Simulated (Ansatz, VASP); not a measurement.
One calculation of TiTe2, two programs

```
Te Ti
1.0
     3.77700    0.00000    0.00000
    -1.88850    3.27098    0.00000
     0.00000    0.00000    6.49800
Te Ti
2 1
Direct
  0.33333 0.66667 0.73720
  0.66667 0.33333 0.26280
  0.00000 0.00000 0.00000
```

Alike in both runs: task relaxation of cell and atoms; functional RPBE; dispersion D4; k mesh 8 × 8 × 4; occupations fermi-dirac, width 0.05 eV; no spin polarisation.

|  | VASP | Ansatz |
| --- | --- | --- |
| version | VASP 6.6.1 | Ansatz 0.2.0 |
| potentials or method | VASP PAW PBE potentials, release 64 (Te, Ti_sv) | Ansatz PAW |
| plane-wave cutoff (eV) | 600 | 420 |
| valence electrons in the cell | 24 | 44 |

|  | VASP | Ansatz | Ansatz less VASP |
| --- | --- | --- | --- |
| relaxed volume (Å³/atom) | 25.13 | 25.15 | +0.019 |
| relaxed length of the cell vector where the two differ most in proportion (Å) | 3.705 | 3.706 | +0.0014 |

VASP's potentials were made for PBE, not for RPBE. VASP's potentials hold 24 valence electrons a cell and Ansatz's 44, so a difference there can come from the potentials and not from the codes.

Spin-orbit coupling is off throughout. Noted on Ansatz's run: the plane-wave basis is chosen anew once the cell has moved, so the energies of steps on either side of that aren't comparable.
